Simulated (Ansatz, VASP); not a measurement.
One calculation of CO2, two programs

Contents of INCAR:

```
SYSTEM = CO2
PREC     = Accurate       ! precision mode
ENCUT    = 520            ! plane-wave cutoff, eV
EDIFF    = 1E-6           ! SCF threshold, eV
ISMEAR   = 0              ! smearing method
SIGMA    = 0.05           ! smearing width, eV
LREAL    = .FALSE.        ! projectors in reciprocal space
LASPH    = .TRUE.         ! aspherical terms in the spheres
NELM     = 60             ! most SCF steps
ALGO     = Normal         ! electronic algorithm
ISIF     = 2              ! what is computed and relaxed
LWAVE    = .FALSE.        ! write WAVECAR
LCHARG   = .FALSE.        ! write CHGCAR
GGA      = PE             ! functional
NBANDS   = 44             ! bands
```

File KPOINTS:

```
regular mesh
0
G
  4 4 4
  0 0 0
```

Contents of POSCAR:

```
CO2
1.0
    6.0577362522      0.0000000000     -0.2271651095
    0.0000000000      6.0577362522      0.0000000000
   -0.2271651095      0.0000000000      6.3000457023
C O
4 8
Direct
    0.0000000000      0.0000000000      0.0000000000
    0.5000000000      0.0000000000      0.5000000000
    0.5000000000      0.5000000000      0.0000000000
    0.0000000000      0.5000000000      0.5000000000
    0.1114834447      0.1114834447      0.1114834447
    0.3885165553      0.8885165553      0.6114834447
    0.6114834447      0.3885165553      0.8885165553
    0.8885165553      0.6114834447      0.3885165553
    0.8885165553      0.8885165553      0.8885165553
    0.6114834447      0.1114834447      0.3885165553
    0.3885165553      0.6114834447      0.1114834447
    0.1114834447      0.3885165553      0.6114834447
```

Input for Ansatz:

```yaml
crystal:
  lattice:
    - [6.0577362522, 0.0, -0.2271651095]
    - [0.0, 6.0577362522, 0.0]
    - [-0.2271651095, 0.0, 6.3000457023]
  atoms:
    - { symbol: C, position: [0.0, 0.0, 0.0] }
    - { symbol: C, position: [0.5, 0.0, 0.5] }
    - { symbol: C, position: [0.5, 0.5, 0.0] }
    - { symbol: C, position: [0.0, 0.5, 0.5] }
    - { symbol: O, position: [0.1114834447, 0.1114834447, 0.1114834447] }
    - { symbol: O, position: [0.3885165553, 0.8885165553, 0.6114834447] }
    - { symbol: O, position: [0.6114834447, 0.3885165553, 0.8885165553] }
    - { symbol: O, position: [0.8885165553, 0.6114834447, 0.3885165553] }
    - { symbol: O, position: [0.8885165553, 0.8885165553, 0.8885165553] }
    - { symbol: O, position: [0.6114834447, 0.1114834447, 0.3885165553] }
    - { symbol: O, position: [0.3885165553, 0.6114834447, 0.1114834447] }
    - { symbol: O, position: [0.1114834447, 0.3885165553, 0.6114834447] }
basis:
  ecutwfc: 520.0
kpoints:
  mp_grid: { grid: [4, 4, 4] }
hamiltonian:
  xc: pbe
scf:
  occupations: { method: gaussian, width: 0.05 }
output:
  forces: true
  stress: true
  eigenvalues: true
```

Change from the starting cell: engineering shear strain xz -0.0750, normal strain along z +0.0400.

Alike in both runs: task single point; functional PBE; k mesh 4 × 4 × 4; occupations gaussian, width 0.05 eV; no spin polarisation.

|  | VASP | Ansatz |
| --- | --- | --- |
| version | VASP 6.6.1 | Ansatz 0.2.0 |
| potentials or method | VASP PAW PBE potentials, release 64 (C, O), cutoff 520 eV | scalar-relativistic, plane waves, PAW |
| valence electrons in the cell | 64 | 64 |

Ansatz gave:

| Item | Value |
| --- | --- |
| gap on the k mesh at the Fermi level (eV) | 6.45 |
| least direct gap on the mesh (eV) | 6.45 |
| pressure (GPa) | -2.9 |
| traceless stress, the component that is largest in VASP (GPa) | 6.27 |
| rms of the force components (eV/Å) | 1.408 |

Q: What did VASP give for the same quantities?

A: gap on the k mesh at the Fermi level (eV): 6.43; least direct gap on the mesh (eV): 6.43; pressure (GPa): -1.9; traceless stress, the component that is largest in VASP (GPa): 6.47; rms of the force components (eV/Å): 1.371.

Atom by atom the forces differ by 0.282 eV/Å (rms over components).

Noted on VASP's run: the standard files for N, O and F lose accuracy on very short bonds.
